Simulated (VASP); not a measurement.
# BN (P6_3mc) in VASP: a series of runs, part 2 of 3

VASP 6.6.1. Earlier steps stand in the parts before.

## (3) Single point, RPBE

This run uses another cell than the first one, of 6.06 Å³/atom, 1.032 times its volume.

Input file INCAR:

```
SYSTEM = BN
  PREC = Accurate
  ENCUT = 520
  EDIFF = 1E-7
  ISMEAR = 0
  SIGMA = 0.01
  LREAL = .FALSE.
  LASPH = .TRUE.
  NELM = 80
  ALGO = Normal
  ISIF = 2
  LWAVE = .FALSE.
  LCHARG = .FALSE.
  GGA = RP
  NBANDS = 16
```

Input file KPOINTS:

```
Automatic mesh
0
G
  12 12 6
  0 0 0
```

Input file POSCAR:

```
BN
1.0
    2.5682176998      0.0000000000      0.0000000000
   -1.2841088499      2.2241417705      0.0000000000
    0.0000000000      0.0000000000      4.2459040026
B N
2 2
Direct
    0.6666666667      0.3333333333      0.0001428733
    0.3333333333      0.6666666667      0.5001428733
    0.6666666667      0.3333333333      0.3748571267
    0.3333333333      0.6666666667      0.8748571267
```

Potentials or basis: VASP PAW PBE potentials, release 64 (B, N).

The run is started by

```console
$ cat potpaw_PBE.64/B/POTCAR potpaw_PBE.64/N/POTCAR > POTCAR
$ mpirun -np 1 vasp_std > vasp.out
```

OUTCAR:

```text
SYSTEM = BN
   PREC = Accurate
   ENCUT = 520
   EDIFF = 1E-7
   ISMEAR = 0
   LREAL = .FALSE.
   LASPH = .TRUE.
   NELM = 80
   ISIF = 2
   GGA = RP

 ion  position               nearest neighbor table
   1  0.667  0.333  0.000-   4 1.58   4 1.58   4 1.58   3 1.59
   2  0.333  0.667  0.500-   3 1.58   3 1.58   3 1.58   4 1.59
   3  0.667  0.333  0.375-   2 1.58   2 1.58   2 1.58   1 1.59
   4  0.333  0.667  0.875-   1 1.58   1 1.58   1 1.58   2 1.59

  LATTYP: Found a hexagonal cell.
 ALAT       =     2.5682176998
 C/A-ratio  =     1.6532492565

  Lattice vectors:

 A1 = (   2.5682176998,   0.0000000000,   0.0000000000)
 A2 = (  -1.2841088499,   2.2241417705,   0.0000000000)
 A3 = (   0.0000000000,   0.0000000000,   4.2459040026)

Analysis of symmetry for initial positions (statically):
=====================================================================
 Subroutine PRICEL returns:
 Original cell was already a primitive cell.

 Routine SETGRP: Setting up the symmetry group for a
 hexagonal supercell.

 Subroutine GETGRP returns: Found 12 space group operations
 (whereof  6 operations were pure point group operations)
 out of a pool of 24 trial point group operations.

The static configuration has the point symmetry C_3v.
 The point group associated with its full space group is C_6v.

Analysis of symmetry for dynamics (positions and initial velocities):
=====================================================================
 Subroutine PRICEL returns:
 Original cell was already a primitive cell.

 Routine SETGRP: Setting up the symmetry group for a
 hexagonal supercell.

 Subroutine GETGRP returns: Found 12 space group operations
 (whereof  6 operations were pure point group operations)
 out of a pool of 24 trial point group operations.

The dynamic configuration has the point symmetry C_3v.
 The point group associated with its full space group is C_6v.

 Subroutine INISYM returns: Found 12 space group operations
 (whereof  6 operations are pure point group operations),
 and found     1 'primitive' translations

----------------------------------------------------------------------------------------

                                     Primitive cell

  volume of cell :      24.2529

  direct lattice vectors                    reciprocal lattice vectors
     2.568217700  0.000000000  0.000000000     0.389375091  0.224805813  0.000000000
    -1.284108850  2.224141771  0.000000000     0.000000000  0.449611627  0.000000000
     0.000000000  0.000000000  4.245904003     0.000000000  0.000000000  0.235521104

  length of vectors
     2.568217700  2.568217700  4.245904003     0.449611627  0.449611627  0.235521104

  position of ions in fractional coordinates (direct lattice)
     0.666666667  0.333333333  0.000142873
     0.333333333  0.666666667  0.500142873
     0.666666667  0.333333333  0.374857127
     0.333333333  0.666666667  0.874857127

  ion indices of the primitive-cell ions
   primitive index   ion index
                 1           1
                 2           2
                 3           3
                 4           4

[... 26 lines left out ...]
 Following reciprocal coordinates:
            Coordinates               Weight
  0.000000  0.000000  0.000000      1.000000
  0.083333 -0.000000  0.000000      6.000000
  0.166667 -0.000000  0.000000      6.000000
  0.250000 -0.000000  0.000000      6.000000
  0.333333 -0.000000  0.000000      6.000000
  0.416667 -0.000000  0.000000      6.000000
[... 16 lines left out ...]
  0.250000 -0.000000  0.166667     12.000000
  0.333333 -0.000000  0.166667     12.000000
 [... further k-points ...]
   k-points           NKPTS =     76   k-points in BZ     NKDIM =     76   number of bands    NBANDS=     16
   number of dos      NEDOS =    301   number of ions     NIONS =      4
   total plane-waves  NPLWV =  12800
   dimension x,y,z NGX =    20 NGY =   20 NGZ =   32
   dimension x,y,z NGXF=    40 NGYF=   40 NGZF=   64
   ions per type =               2   2
   NGX,Y,Z   is equivalent  to a cutoff of  12.95, 12.95, 12.53 a.u.
   NGXF,Y,Z  is equivalent  to a cutoff of  25.89, 25.89, 25.06 a.u.
 SYSTEM =  BN
   PREC   = accura    normal or accurate (medium, high low for compatibility)
   ISTART =      0    job   : 0-new  1-cont  2-samecut
   ICHARG =      2    charge: 1-file 2-atom 10-const
   ISPIN  =      1    spin polarized calculation?
   LNONCOLLINEAR =      F non collinear calculations
   LSORBIT =      F    spin-orbit coupling
   LASPH  =      T    aspherical Exc in radial PAW
   ENCUT  =  520.0 eV  38.22 Ry    6.18 a.u.   4.78  4.78  7.89*2*pi/ulx,y,z
   NELM   =     80;   NELMIN=  2; NELMDL= -5     # of ELM steps
   EDIFF  = 0.1E-06   stopping-criterion for ELM
   LREAL  =      F    real-space projection
   EDIFFG = 0.1E-05   stopping-criterion for IOM
   NSW    =      0    number of steps for IOM
   IBRION =     -1    ionic relax: 0-MD 1-quasi-New 2-CG
   NFREE  =      0    steps in history (QN), initial steepest desc. (CG)
   ISIF   =      2    stress and relaxation
   ISYM   =      2    0-nonsym 1-usesym 2-fastsym
   POTIM  = 0.5000    time-step for ionic-motion
   TEBEG  =    0.0;   TEEND  =   0.0 temperature during run
   PSTRESS=    0.0 pullay stress
   NELECT =      16.0000    total number of electrons
   NUPDOWN=      -1.0000    fix difference up-down
   EMIN   =  10.00;   EMAX   =-10.00  energy-range for DOS
   EFERMI =   0.00;   METHOD = LEGACY
   ISMEAR =     0;   SIGMA  =   0.01  broadening in eV -4-tet -1-fermi 0-gaus
   EFERMI_NEDOS =   21; number of points for ismear=-14 and -15
   IALGO  =     38    algorithm
   IMIX   =      4    mixing-type and parameters
     AMIX     =   0.40;   BMIX     =  1.00
     AMIX_MAG =   1.60;   BMIX_MAG =  1.00
  volume/ion in A,a.u.               =       6.06        40.92
  Fermi-wavevector in a.u.,A,eV,Ry     =   1.425148  2.693139 27.634074  2.031047
  Thomas-Fermi vector in A             =   2.545563
   LORBIT       =      0    0 simple, 1 ext, 2 COOP (PROOUT), +10 PAW based schemes
   GGA     = RP    functional components
   LHFCALC =     F    Hartree Fock is set to
   AEXX    =    0.0000 exact exchange contribution
   IVDW    =     0    specifies the selected vdW correction
   LEPSILON=     F    determine dielectric tensor
   LRPA    =     F    only Hartree local field effects (RPA)
 non-spin polarized calculation
 Gauss-broadening in eV      SIGMA  =   0.01
  energy-cutoff  :      520.00
  volume of cell :       24.25
 maximum number of plane-waves:       668
 NGX is ok and might be reduce to    20
   NGX =  9   NGY =  9   NGZ = 15

 number of electron      16.0000000 magnetization

 Free energy of the ion-electron system (eV)
  ---------------------------------------------------
  ext. energy  EPLUGINS =         0.00000000
  ---------------------------------------------------
  free energy    TOTEN  =       -33.18696645 eV

  energy without entropy =      -33.18696645  energy(sigma->0) =      -33.18696645

 E-fermi :   7.4345     XC(G=0): -12.5863

 val. band max:        7.3481224077   @ k =   0.0000   0.0000   0.0000
 cond. band min:      12.6639164045   @ k =   0.3333   0.3333   0.0000
 fundamental gap:      5.3157939968
 Fermi energy:         7.4345294070

 k-point     1 :       0.0000    0.0000    0.0000
  band No.  band energies     occupation
      1     -12.8236      2.00000
      2      -8.8026      2.00000
      3      -3.3266      2.00000
      4       5.2779      2.00000
      5       5.2779      2.00000
      6       7.1003      2.00000
[... 433 lines left out ...]
      3      -1.2945      2.00000
      4       0.1363      2.00000
      5       1.4587      2.00000
      6       3.1651      2.00000
[... 8 lines left out ...]
     15      23.1424      0.00000
     16      23.3474      0.00000

 [... further k-points ...]

------------------------ aborting loop because EDIFF is reached ----------------------------------------

  FORCE on cell =-STRESS in cart. coord.  units (eV):
  Direction    XX          YY          ZZ          XY          YZ          ZX
  --------------------------------------------------------------------------------------
  -------------------------------------------------------------------------------------
  Total        0.0213633      0.0213633      0.0165645      0.0000000      0.0000000      0.0000000
  in kB        1.4112815      1.4112815      1.0942722      0.0000000      0.0000000      0.0000000
  external PRESSURE =       1.3056118 kB  Pullay stress =       0.0000000 kB

 VOLUME and BASIS-vectors are now :
 -----------------------------------------------------------------------------
  energy-cutoff  :      520.00
  volume of cell :       24.25
      direct lattice vectors                 reciprocal lattice vectors
     2.568217700  0.000000000  0.000000000     0.389375091  0.224805813  0.000000000
    -1.284108850  2.224141771  0.000000000     0.000000000  0.449611627  0.000000000
     0.000000000  0.000000000  4.245904003     0.000000000  0.000000000  0.235521104

 POSITION                                       TOTAL-FORCE (eV/Angst)
 -----------------------------------------------------------------------------------
      1.28411      0.74138      0.00061        -0.000000      0.000000      0.002373
     -0.00000      1.48276      2.12356         0.000000      0.000000      0.002373
      1.28411      0.74138      1.59161        -0.000000     -0.000000     -0.002373
     -0.00000      1.48276      3.71456         0.000000      0.000000     -0.002373
 -----------------------------------------------------------------------------------
    total drift:                               -0.000000     -0.000000      0.000020

  FREE ENERGIE OF THE ION-ELECTRON SYSTEM (eV)
  ---------------------------------------------------
  free  energy   TOTEN  =       -33.1869664508 eV

  energy  without entropy=      -33.1869664508  energy(sigma->0) =      -33.18696645
```

Wall time 38 s (1 thread of Intel Xeon Platinum 8375C at 2.90GHz (Ice Lake), shared host); peak memory 0.14 GiB.

What came out:

```
Free energy            : -33.1870 eV
Pressure               : 0.1 GPa
Band gap on the k mesh : 5.32 eV, indirect (least direct gap 8.22 eV)
```

Forces on the atoms (eV/Å):
```
B    0.000  0.000  0.002
B    0.000  0.000  0.002
N    0.000  0.000 -0.002
N    0.000  0.000 -0.002
```

Caveat: the PAW data sets were made with another functional, which shifts forces and pressure a little. A k mesh can miss the band edges.

## (4) Single point, r2SCAN+rVV10

Input file POSCAR:

```
BN
1.0
    2.5417718767      0.0000000000      0.0000000000
   -1.2708859383      2.2012390158      0.0000000000
    0.0000000000      0.0000000000      4.2046401028
B N
2 2
Direct
    0.6666666667      0.3333333333      0.0002269688
    0.3333333333      0.6666666667      0.5002269688
    0.6666666667      0.3333333333      0.3747730312
    0.3333333333      0.6666666667      0.8747730312
```

Input file INCAR.step1:

```
PREC = Accurate ; ENCUT = 520
ISMEAR = 0 ; SIGMA = 0.01
LREAL = False ; LASPH = True
NELM = 60 ; NBANDS = 16
GGA = PE ; ALGO = Normal
EDIFF = 1E-4 ; LWAVE = True
LCHARG = False
```

Input file INCAR.step2:

```
PREC = Accurate ; ENCUT = 520
EDIFF = 1E-7 ; ISMEAR = 0
SIGMA = 0.01 ; LREAL = False
LASPH = True ; NELM = 60
ALGO = Normal ; ISIF = 2
LWAVE = False ; LCHARG = False
METAGGA = R2SCAN ; LMIXTAU = True
LUSE_VDW = True ; IVDW_NL = 2
BPARAM = 11.95 ; CPARAM = 0.0093
NBANDS = 16 ; ISTART = 1
```

Input file KPOINTS:

```
regular mesh
0
Gamma
  12 12 6
```

The run is started by

```console
$ cat potpaw_PBE.64/B/POTCAR potpaw_PBE.64/N/POTCAR > POTCAR
$ cp INCAR.step1 INCAR
$ mpirun -np 1 vasp_std > vasp.out
$ cp INCAR.step2 INCAR
$ mpirun -np 1 vasp_std > vasp.out
```

Run time: 2.9 min. Hardware: 1 thread of Intel Xeon Platinum 8375C at 2.90GHz (Ice Lake), shared host; peak memory 0.21 GiB.

The run converged. Its results:

```
Free energy            : -38.0663 eV
Pressure               : 1.2 GPa
Largest force          : 0.004 eV/Å
Band gap on the k mesh : 5.66 eV, indirect (least direct gap 8.98 eV)
```

Forces on the atoms (eV/Å):
```
B    0.000  0.000  0.004
B    0.000  0.000  0.004
N    0.000  0.000 -0.004
N    0.000  0.000 -0.004
```

Levels at points of the mesh, in eV from the valence-band top:
| k point | band 6 | band 7 | band 8 | band 9 | band 10 | band 11 |
| --- | --- | --- | --- | --- | --- | --- |
| (0.00, 0.00, 0.00) | -0.28 | 0.00 | 0.00 | 9.07 | 9.07 | 9.31 |
| (0.50, 0.00, 0.00) | -5.21 | -4.56 | -2.21 | 7.27 | 8.57 | 11.37 |
| (0.00, 0.00, 0.50) | -1.23 | -1.23 | -1.23 | 10.25 | 10.25 | 10.69 |
| (0.50, 0.00, 0.50) | -3.94 | -3.74 | -3.74 | 7.17 | 7.17 | 10.71 |

Caveat: the PAW data sets were made with another functional, which shifts forces and pressure a little.

(Continued in part 3 of 3.)
